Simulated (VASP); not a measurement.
# Rh (Fm-3m) in VASP: further runs

The runs below take Rh through single point, relaxation of cell and atoms, with LDA.

Everything below comes from runs of VASP 6.6.1. Logs are shortened: lines on timing, memory, paths and dates and some standing lists are left out, and cuts for length are marked.

**1. The cell of the first run**

It takes space group Fm-3m (No. 225, cubic). The conventional cell has a = 3.758 Å, b = 3.758 Å, c = 3.758 Å, α = 90.00°, β = 90.00°, γ = 90.00°. Rh (site symmetry m-3m) has 12 Rh at 2.66 Å within 3.5 Å.

**2. Single point, LDA**

INCAR reads:

```
SYSTEM = Rh
PREC     = Accurate       ! precision mode
ENCUT    = 500            ! plane-wave cutoff, eV
EDIFF    = 1E-6           ! SCF threshold, eV
ISMEAR   = 0              ! smearing method
SIGMA    = 0.1            ! smearing width, eV
LREAL    = .False.        ! projectors in reciprocal space
LASPH    = .True.         ! aspherical terms in the spheres
NELM     = 120            ! most SCF steps
ALGO     = Normal         ! electronic algorithm
ISIF     = 2              ! what is computed and relaxed
LWAVE    = .False.        ! write WAVECAR
LCHARG   = .False.        ! write CHGCAR
NBANDS   = 14             ! bands
GGA_COMPAT= .False.
```

KPOINTS reads:

```
Automatic mesh
0
Gamma
  8 8 8
  0 0 0
```

POSCAR reads:

```
Rh
1.0
    0.0000000000      1.8789959223      1.8789959223
    1.8789959223      0.0000000000      1.8789959223
    1.8789959223      1.8789959223      0.0000000000
Rh
1
Direct
    0.0000000000      0.0000000000      0.0000000000
```

Potentials or basis: VASP PAW LDA potentials, release 64 (Rh_pv).

Launch:

```
cat potpaw_LDA.64/Rh_pv/POTCAR > POTCAR
mpirun -np 1 vasp_std > vasp.out
```

OUTCAR:

```text
SYSTEM = Rh
   PREC = Accurate
   ENCUT = 500
   EDIFF = 1E-6
   ISMEAR = 0
   LREAL = .False.
   LASPH = .True.
   NELM = 120
   ISIF = 2

 ion  position               nearest neighbor table
   1  0.000  0.000  0.000-

  LATTYP: Found a face centered cubic cell.
 ALAT       =     3.7579918446

  Lattice vectors:

 A1 = (   0.0000000000,   1.8789959223,   1.8789959223)
 A2 = (   1.8789959223,   0.0000000000,   1.8789959223)
 A3 = (   1.8789959223,   1.8789959223,   0.0000000000)

Analysis of symmetry for initial positions (statically):
=====================================================================
 Subroutine PRICEL returns:
 Original cell was already a primitive cell.

 Routine SETGRP: Setting up the symmetry group for a
 face centered cubic supercell.

 Subroutine GETGRP returns: Found 48 space group operations
 (whereof 48 operations were pure point group operations)
 out of a pool of 48 trial point group operations.

The static configuration has the point symmetry O_h .

Analysis of symmetry for dynamics (positions and initial velocities):
=====================================================================
 Subroutine PRICEL returns:
 Original cell was already a primitive cell.

 Routine SETGRP: Setting up the symmetry group for a
 face centered cubic supercell.

 Subroutine GETGRP returns: Found 48 space group operations
 (whereof 48 operations were pure point group operations)
 out of a pool of 48 trial point group operations.

The dynamic configuration has the point symmetry O_h .

 Subroutine INISYM returns: Found 48 space group operations
 (whereof 48 operations are pure point group operations),
 and found     1 'primitive' translations

----------------------------------------------------------------------------------------

                                     Primitive cell

  volume of cell :      13.2681

  direct lattice vectors                    reciprocal lattice vectors
     0.000000000  1.878995922  1.878995922    -0.266099566  0.266099566  0.266099566
     1.878995922  0.000000000  1.878995922     0.266099566 -0.266099566  0.266099566
     1.878995922  1.878995922  0.000000000     0.266099566  0.266099566 -0.266099566

  length of vectors
     2.657301517  2.657301517  2.657301517     0.460897969  0.460897969  0.460897969

  position of ions in fractional coordinates (direct lattice)
     0.000000000  0.000000000  0.000000000

  ion indices of the primitive-cell ions
   primitive index   ion index
                 1           1

----------------------------------------------------------------------------------------

 KPOINTS: Automatic mesh

Automatic generation of k-mesh.
 Grid dimensions read from file:
 generate k-points for:    8    8    8

 Generating k-lattice:

  Cartesian coordinates                     Fractional coordinates (reciprocal lattice)
    -0.033262446  0.033262446  0.033262446     0.125000000  0.000000000  0.000000000
     0.033262446 -0.033262446  0.033262446     0.000000000  0.125000000  0.000000000
     0.033262446  0.033262446 -0.033262446     0.000000000  0.000000000  0.125000000

  Length of vectors
     0.057612246  0.057612246  0.057612246

  Shift w.r.t. Gamma in fractional coordinates (k-lattice)
     0.000000000  0.000000000  0.000000000

 Subroutine IBZKPT returns following result:
 ===========================================

 Found     29 irreducible k-points:

 Following reciprocal coordinates:
            Coordinates               Weight
  0.000000  0.000000  0.000000      1.000000
  0.125000  0.000000  0.000000      8.000000
  0.250000  0.000000  0.000000      8.000000
  0.375000  0.000000  0.000000      8.000000
  0.500000  0.000000  0.000000      4.000000
  0.125000  0.125000  0.000000      6.000000
[... 16 lines left out ...]
  0.500000  0.250000  0.125000     48.000000
 -0.375000  0.250000  0.125000     24.000000
 [... further k-points ...]
   k-points           NKPTS =     29   k-points in BZ     NKDIM =     29   number of bands    NBANDS=     14
   number of dos      NEDOS =    301   number of ions     NIONS =      1
   total plane-waves  NPLWV =   8000
   dimension x,y,z NGX =    20 NGY =   20 NGZ =   20
   dimension x,y,z NGXF=    40 NGYF=   40 NGZF=   40
   ions per type =               1
   NGX,Y,Z   is equivalent  to a cutoff of  12.51, 12.51, 12.51 a.u.
   NGXF,Y,Z  is equivalent  to a cutoff of  25.02, 25.02, 25.02 a.u.
 SYSTEM =  Rh
   PREC   = accura    normal or accurate (medium, high low for compatibility)
   ISTART =      0    job   : 0-new  1-cont  2-samecut
   ICHARG =      2    charge: 1-file 2-atom 10-const
   ISPIN  =      1    spin polarized calculation?
   LNONCOLLINEAR =      F non collinear calculations
   LSORBIT =      F    spin-orbit coupling
   LASPH  =      T    aspherical Exc in radial PAW
   ENCUT  =  500.0 eV  36.75 Ry    6.06 a.u.   4.84  4.84  4.84*2*pi/ulx,y,z
   NELM   =    120;   NELMIN=  2; NELMDL= -5     # of ELM steps
   EDIFF  = 0.1E-05   stopping-criterion for ELM
   LREAL  =      F    real-space projection
   EDIFFG = 0.1E-04   stopping-criterion for IOM
   NSW    =      0    number of steps for IOM
   IBRION =     -1    ionic relax: 0-MD 1-quasi-New 2-CG
   NFREE  =      0    steps in history (QN), initial steepest desc. (CG)
   ISIF   =      2    stress and relaxation
   ISYM   =      2    0-nonsym 1-usesym 2-fastsym
   POTIM  = 0.5000    time-step for ionic-motion
   TEBEG  =    0.0;   TEEND  =   0.0 temperature during run
   PSTRESS=    0.0 pullay stress
   NELECT =      15.0000    total number of electrons
   NUPDOWN=      -1.0000    fix difference up-down
   EMIN   =  10.00;   EMAX   =-10.00  energy-range for DOS
   EFERMI =   0.00;   METHOD = LEGACY
   ISMEAR =     0;   SIGMA  =   0.10  broadening in eV -4-tet -1-fermi 0-gaus
   EFERMI_NEDOS =   21; number of points for ismear=-14 and -15
   IALGO  =     38    algorithm
   IMIX   =      4    mixing-type and parameters
     AMIX     =   0.40;   BMIX     =  1.00
     AMIX_MAG =   1.60;   BMIX_MAG =  1.00
  volume/ion in A,a.u.               =      13.27        89.54
  Fermi-wavevector in a.u.,A,eV,Ry     =   1.705439  3.222812 39.572827  2.908521
  Thomas-Fermi vector in A             =   2.784658
   LORBIT       =      0    0 simple, 1 ext, 2 COOP (PROOUT), +10 PAW based schemes
   GGA     = CA    functional components
   LHFCALC =     F    Hartree Fock is set to
   AEXX    =    0.0000 exact exchange contribution
   IVDW    =     0    specifies the selected vdW correction
   LEPSILON=     F    determine dielectric tensor
   LRPA    =     F    only Hartree local field effects (RPA)
 non-spin polarized calculation
 Gauss-broadening in eV      SIGMA  =   0.10
  energy-cutoff  :      500.00
  volume of cell :       13.27
 maximum number of plane-waves:       346
   NGX =  9   NGY =  9   NGZ =  9

 number of electron      15.0000003 magnetization

 Free energy of the ion-electron system (eV)
  ---------------------------------------------------
  ext. energy  EPLUGINS =         0.00000000
  ---------------------------------------------------
  free energy    TOTEN  =        -8.65023732 eV

  energy without entropy =       -8.64085601  energy(sigma->0) =       -8.64554666

 E-fermi :  12.4179     XC(G=0): -14.5754

 val. band max:       12.3884369307   @ k =  -0.3750   0.2500   0.0000
 cond. band min:      12.4955868073   @ k =   0.3750   0.0000   0.0000
 fundamental gap:      0.1071498766
 Fermi energy:        12.4178547578

 k-point     1 :       0.0000    0.0000    0.0000
  band No.  band energies     occupation
      1     -33.8083      2.00000
      2     -33.8083      2.00000
      3     -33.8083      2.00000
      4       4.0860      2.00000
      5       9.1123      2.00000
      6       9.1123      2.00000
      7       9.1123      2.00000
      8      11.3757      2.00000
      9      11.3757      2.00000
     10      28.2827      0.00000
     11      32.7036      0.00000
     12      33.9074      0.00000
     13      33.9074      0.00000
     14      33.9074      0.00000

 k-point     2 :       0.1250    0.0000    0.0000
  band No.  band energies     occupation
      1     -33.9364      2.00000
      2     -33.8255      2.00000
      3     -33.8255      2.00000
      4       4.7102      2.00000
      5       8.8625      2.00000
      6       9.3405      2.00000
      7       9.3405      2.00000
      8      11.2656      2.00000
      9      11.2656      2.00000
     10      29.1736      0.00000
     11      31.3752      0.00000
     12      32.7054      0.00000
     13      34.8652      0.00000
     14      34.8652      0.00000

 k-point     3 :       0.2500    0.0000    0.0000
  band No.  band energies     occupation
      1     -34.2392      2.00000
      2     -33.8666      2.00000
      3     -33.8666      2.00000
      4       5.9110      2.00000
      5       8.9864      2.00000
      6       9.5032      2.00000
      7       9.5032      2.00000
      8      11.5331      2.00000
      9      11.5331      2.00000
     10      27.6976      0.00000
     11      30.0472      0.00000
     12      32.7052      0.00000
     13      37.1674      0.00000
     14      37.1674      0.00000
[... 324 lines left out ...]
 k-point    23 :       0.5000    0.2500    0.1250
  band No.  band energies     occupation
      1     -34.4704      2.00000
      2     -34.1171      2.00000
      3     -33.9687      2.00000
      4       7.1702      2.00000
      5       8.2537      2.00000
      6       8.8141      2.00000
      7      10.5752      2.00000
      8      12.2680      1.96592
      9      15.6602      0.00000
     10      24.3032      0.00000
     11      28.5704      0.00000
     12      30.3674      0.00000
     13      32.7071      0.00000
     14      35.0689      0.00000

 k-point    24 :      -0.3750    0.2500    0.1250
  band No.  band energies     occupation
      1     -34.5384      2.00000
      2     -34.1464      2.00000
      3     -33.9953      2.00000
      4       7.0934      2.00000
      5       7.9943      2.00000
      6       9.5697      2.00000
      7      10.2700      2.00000
      8      12.8120      0.00000
      9      17.9677      0.00000
     10      21.0890      0.00000
     11      28.7060      0.00000
     12      29.5303      0.00000
     13      32.7068      0.00000
     14      33.7560      0.00000

 [... further k-points ...]
[... 5 lines left out ...]
  --------------------------------------------------------------------------------------
  -------------------------------------------------------------------------------------
  Total        0.0665822      0.0665822      0.0665822      0.0000000      0.0000000      0.0000000
  in kB        8.0400897      8.0400897      8.0400897      0.0000000      0.0000000      0.0000000
  external PRESSURE =       8.0400897 kB  Pullay stress =       0.0000000 kB

 VOLUME and BASIS-vectors are now :
 -----------------------------------------------------------------------------
  energy-cutoff  :      500.00
  volume of cell :       13.27
      direct lattice vectors                 reciprocal lattice vectors
     0.000000000  1.878995922  1.878995922    -0.266099566  0.266099566  0.266099566
     1.878995922  0.000000000  1.878995922     0.266099566 -0.266099566  0.266099566
     1.878995922  1.878995922  0.000000000     0.266099566  0.266099566 -0.266099566

 POSITION                                       TOTAL-FORCE (eV/Angst)
 -----------------------------------------------------------------------------------
      0.00000      0.00000      0.00000        -0.000000      0.000000      0.000000
 -----------------------------------------------------------------------------------
    total drift:                                0.000000     -0.000000      0.000000

  FREE ENERGIE OF THE ION-ELECTRON SYSTEM (eV)
  ---------------------------------------------------
  free  energy   TOTEN  =        -8.6502373153 eV

  energy  without entropy=       -8.6408560064  energy(sigma->0) =       -8.64554666
```

Wall time 2.5 s (1 thread of Intel Xeon 6975P-C (Granite Rapids), shared host); peak memory 0.12 GiB.

What came out:

| Quantity | Value |
| --- | --- |
| Free energy | -8.6502 eV |
| Pressure | 0.8 GPa |
| Band gap on the k mesh | zero (an odd number of electrons rules out a gap without spin polarisation) |

Caveat: the k points lie up to 0.36 Å⁻¹ apart, too coarse for converged energies and pressures of a metal.

[end of part 1 of 2]
